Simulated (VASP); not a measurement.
Write the native input for VASP 6.6.1 that does the following.

* Task: single point
* Functional: PBE
* Potentials or basis: VASP PAW PBE potentials, release 64 (Sn_d, Se)
* Cutoff: 520 eV
* k mesh: 4 × 4 × 2
* Occupations: gaussian, width 0.1 eV
* Spin: no spin polarisation
* Dipole correction: no
* Further INCAR settings: ALGO = Normal; EDIFF = 1e-06; NBANDS = 43

The structure of Sn2Se lies in POSCAR:

```
Sn2Se
1.0
    4.2914574438      0.0000000000      0.0000000000
    0.0000000000      4.2914574438      0.0000000000
    0.0000000000      0.0000000000      9.1417750564
Sn Se
4 2
Direct
    0.5000000000      0.0000000000      0.6625874356
    0.0000000000      0.5000000000      0.3374125644
    0.5000000000      0.0000000000      0.0126518078
    0.0000000000      0.5000000000      0.9873481922
    0.5000000000      0.0000000000      0.3493840229
    0.0000000000      0.5000000000      0.6506159771
```

The input as run:

INCAR

```
PREC = Accurate ; ENCUT = 520
EDIFF = 1E-6 ; ISMEAR = 0
SIGMA = 0.1 ; LREAL = F
LASPH = T ; NELM = 80
ALGO = Normal ; ISIF = 2
LWAVE = F ; LCHARG = F
GGA = PE ; NBANDS = 43
```

KPOINTS

```
Automatic mesh
0
Gamma
  4 4 2
```

Potentials or basis: VASP PAW PBE potentials, release 64 (Sn_d, Se).

The run is started by

```console
$ cat potpaw_PBE.64/Sn_d/POTCAR potpaw_PBE.64/Se/POTCAR > POTCAR
$ mpirun -np 1 vasp_std > vasp.out
```

It gave:

The pressure is -0.1 GPa. The largest force is 0.021 eV/Å and the band gap on the k mesh is zero (band 34 reaches 6.65 eV, above the bottom of band 35 at 5.61 eV).

Caveat: the k points lie up to 0.37 Å⁻¹ apart; spin-orbit coupling is left out, which moves the levels of the heavy elements.

It took 58 s on 1 thread of AMD EPYC 9R45 96-Core Processor (Zen 5), on a shared host, peak memory 0.25 GiB.
